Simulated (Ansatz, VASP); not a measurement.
CoPb: VASP beside Ansatz

INCAR

```
ALGO = Normal ; EDIFF = 1E-6
ENCUT = 520 ; GGA = PE
ISIF = 2 ; ISMEAR = 0
ISPIN = 2 ; LASPH = T
LCHARG = F ; LMAXMIX = 4
LORBIT = 11 ; LREAL = F
LWAVE = F ; MAGMOM = 3 0
NBANDS = 22 ; NELM = 150
PREC = Accurate ; SIGMA = 0.1
```

KPOINTS

```
k-points
0
Gamma
  6 6 6
```

The input POSCAR:

```
CoPb
1.0
    3.4753614741      0.0000000000      0.0000000000
    0.0000000000      3.4753614741      0.0000000000
    0.0000000000      0.0000000000      3.4753614741
Co Pb
1 1
Direct
    0.0000000000      0.0000000000      0.0000000000
    0.5000000000      0.5000000000      0.5000000000
```

Input for Ansatz:

```yaml
crystal:
  lattice:
    - [3.4753614741, 0.0, 0.0]
    - [0.0, 3.4753614741, 0.0]
    - [0.0, 0.0, 3.4753614741]
  atoms:
    - { symbol: Co, position: [0.0, 0.0, 0.0], spin: 3.0 }
    - { symbol: Pb, position: [0.5, 0.5, 0.5] }
basis:
  ecutwfc: 420
kpoints:
  mp_grid: { grid: [6, 6, 6] }
hamiltonian:
  xc: pbe
scf:
  occupations: { method: gaussian, width: 0.1 }
  lower_state_search: "off"
output:
  forces: true
  stress: true
  eigenvalues: true
  populations: true
magnetization:
  spin_polarized: true
```

Alike in both runs: task single point; functional PBE; k mesh 6 × 6 × 6; occupations gaussian, width 0.1 eV; collinear spin.

```csv
,VASP,Ansatz
version,VASP 6.6.1,Ansatz 0.2.0
potentials or method,"VASP PAW PBE potentials, release 64 (Co, Pb_d), cutoff 520 eV","scalar-relativistic, plane waves, PAW"
valence electrons in the cell,23,31
```

|  | VASP | Ansatz | Ansatz less VASP |
| --- | --- | --- | --- |
| gap on the k mesh at the Fermi level (eV) | none | none | - |
| pressure (GPa) | -8.4 | -8.3 | +0.07 |
| net moment per atom (μB) | 0.61 | 0.62 | +0.004 |
| size of the moment on the site where the two differ most (μB) | 1.35 | 1.37 | +0.022 |

Site moments also hang on the region over which each program counts them. A gap of «none» marks a metal or a gap that the smearing closes. VASP's potentials hold 23 valence electrons a cell and Ansatz's 31, so a difference there can come from the potentials and not from the codes.

Neither program's run includes spin-orbit coupling.
